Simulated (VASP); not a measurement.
Wanted: the native input for a VASP 6.6.1 run.

```
Task                   : single point
Functional             : PBEsol
Potentials or basis    : VASP PAW PBE potentials, release 64 (Ta_pv)
Cutoff                 : 520 eV
k mesh                 : 24 × 24 × 14
Occupations            : gaussian, width 0.15 eV
Spin                   : no spin polarisation
Dipole correction      : no
Further INCAR settings : ALGO = Fast; EDIFF = 1e-06; NBANDS = 18
```

The structure of Ta lies in POSCAR:

```
Ta
1.0
    2.8206864668      0.0000000000      0.0000000000
   -1.4103432334      2.4427861364      0.0000000000
    0.0000000000      0.0000000000      5.2597450108
Ta
2
Direct
    0.6666666667      0.3333333333      0.7500000000
    0.3333333333      0.6666666667      0.2500000000
```

This isn't the form of Ta at room conditions, which is bcc.

This cell differs from its parent crystal: ratio of the length along z to the lengths across it x 1.05, volume and fractional coordinates fixed.

One way to write it, as run:

INCAR

```
SYSTEM = Ta
ALGO     = Fast           ! electronic algorithm
EDIFF    = 1E-6           ! SCF threshold, eV
ENCUT    = 520            ! plane-wave cutoff, eV
GGA      = PS             ! functional
ISIF     = 2              ! what is computed and relaxed
ISMEAR   = 0              ! smearing method
LASPH    = .TRUE.         ! aspherical terms in the spheres
LCHARG   = .FALSE.        ! write CHGCAR
LREAL    = .FALSE.        ! projectors in reciprocal space
LWAVE    = .FALSE.        ! write WAVECAR
NBANDS   = 18             ! bands
NELM     = 100            ! most SCF steps
PREC     = Accurate       ! precision mode
SIGMA    = 0.15           ! smearing width, eV
```

KPOINTS

```
k-points
0
G
  24 24 14
  0 0 0
```

Potentials or basis: VASP PAW PBE potentials, release 64 (Ta_pv).

Command:

```bash
$ cat potpaw_PBE.64/Ta_pv/POTCAR > POTCAR
$ mpirun -np 1 vasp_std > vasp.out
```

Results of the run:

- Pressure: 1.0 GPa
- Band gap on the k mesh: zero (bands 11 and 12 overlap by 2.58 eV)

Caveat: the stress differs along the axes, from -6 to 5 GPa; the PAW data sets were made with another functional, which shifts forces and pressure a little; spin-orbit coupling is left out, which moves the levels of the heavy elements.

Run time: 3.1 min on 1 thread of Intel(R) Xeon(R) Platinum 8488C (Sapphire Rapids) (shared host), peak memory 0.36 GiB.
